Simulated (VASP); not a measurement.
Runs of VASP 6.6.1 on ZnSe. The structure is that of space group F-43m (No. 216), or close to it. The cells are those of the table. 

```csv
cell,gap on the mesh (eV),pressure (GPa)
"a = 3.935 Å, angles 60.0°, 2 atoms",1.51,(b)
"a = 3.972 Å, angles 60.0°, 2 atoms",1.40,1.6
"a = 4.008 Å, angles 60.0°, 2 atoms",1.29,-0.2
"a = 3.898 Å, angles 60.0°, 2 atoms",(a),6.1
"a = 4.112 Å, angles 60.0°, 2 atoms",0.99,(c)
```

Alike in all rows: task single point; level PBE+D3(BJ); potentials or basis VASP PAW PBE potentials, release 64 (Zn, Se); no spin polarisation; k mesh 6 × 6 × 6; cutoff (eV) 500; smearing gaussian 0.01 eV.

Question: Fill in the values left out.

Answer: (a) 1.64; (b) 3.7; (c) -4.2.

Caveats: the cell stands under pressure (at least some runs); the cell stands under tension (at least some runs).

A k mesh can miss the band edges, and the runs leave out spin-orbit coupling on Se.
